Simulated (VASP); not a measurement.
SnSe:

```
Sn Se
1.0
     0.00000    3.04961    3.04961
     3.04961    0.00000    3.04961
     3.04961    3.04961    0.00000
Sn Se
1 1
Cartesian
  0.0000 0.0000 0.0000
  3.0496 3.0496 3.0496
```

Base run:

```yaml
Program: VASP 6.6.1
Functional: r2SCAN
Potentials_or_basis: VASP PAW PBE potentials, release 64 (Sn_d, Se)
Cutoff: 520 eV
k_mesh: 8 × 8 × 8
Occupations: fermi-dirac, width 0.05 eV
Spin: no spin polarisation
```

Its results: band gap on the k mesh 0.28 eV, direct; pressure -2.0 GPa.

Question: The run is repeated on the same cell with these changes: functional from r2SCAN to revPBE. What comes out?

Answer: Band gap on the k mesh 0.38 eV, direct; pressure 0.1 GPa.

Caveats: the PAW data sets were made with another functional, which shifts forces and pressure a little; spin-orbit coupling is left out, which moves the levels of the heavy elements.

A k mesh can miss the band edges.
